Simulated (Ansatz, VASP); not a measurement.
## AlAs: VASP beside Ansatz

```
Al As
1.0
     0.00000    2.86421    2.86421
     2.86421    0.00000    2.86421
     2.86421    2.86421    0.00000
Al As
1 1
Direct
  0.00000 0.00000 0.00000
  0.25000 0.25000 0.25000
```

Alike in both runs: task single point; functional PBE; k mesh 8 × 8 × 8; occupations gaussian, width 0.02 eV; no spin polarisation.

```csv
,VASP,Ansatz
version,VASP 6.6.1,Ansatz 0.2.0
potentials or method,"VASP PAW PBE potentials, release 64 (Al, As), cutoff 500 eV","scalar-relativistic, plane waves, PAW"
valence electrons in the cell,8,18
```

|  | VASP | Ansatz | Ansatz less VASP |
| --- | --- | --- | --- |
| gap on the k mesh at the Fermi level (eV) | 1.49 | 1.50 | +0.009 |
| least direct gap on the mesh (eV) | 1.78 | 1.78 | -0.005 |
| pressure (GPa) | 0.2 | 0.0 | -0.16 |

VASP's potentials hold 8 valence electrons a cell and Ansatz's 18, so a difference there can come from the potentials and not from the codes.
